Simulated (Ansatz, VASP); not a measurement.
Two plane-wave programs on Ge

```
Ge
1.0
    -1.63819    1.63819    1.63819
     1.63819   -1.63819    1.63819
     1.63819    1.63819   -1.63819
Ge
1
Direct
  0.00000 0.00000 0.00000
```

Change from the starting cell: volume scaled by 0.981, to set the pressure.

Alike in both runs: task single point; functional LDA; k mesh 16 × 16 × 16; occupations fermi-dirac, width 0.08 eV; no spin polarisation.

|  | VASP | Ansatz |
| --- | --- | --- |
| version | VASP 6.6.1 | Ansatz 0.2.0 |
| potentials or method | VASP PAW LDA potentials, release 64 (Ge_d) | PAW with Ansatz's default frozen-core files, scalar-relativistic |
| plane-wave cutoff (eV) | 520 | 420 |
| valence electrons in the cell | 14 | 14 |

VASP gave:

```
pressure (GPa) : 1.7
```

Problem. Which values does Ansatz return?

Solution. Pressure (GPa): 1.5.

LDA's correlation is that of Perdew and Zunger in VASP and of Perdew and Wang (1992) in Ansatz.
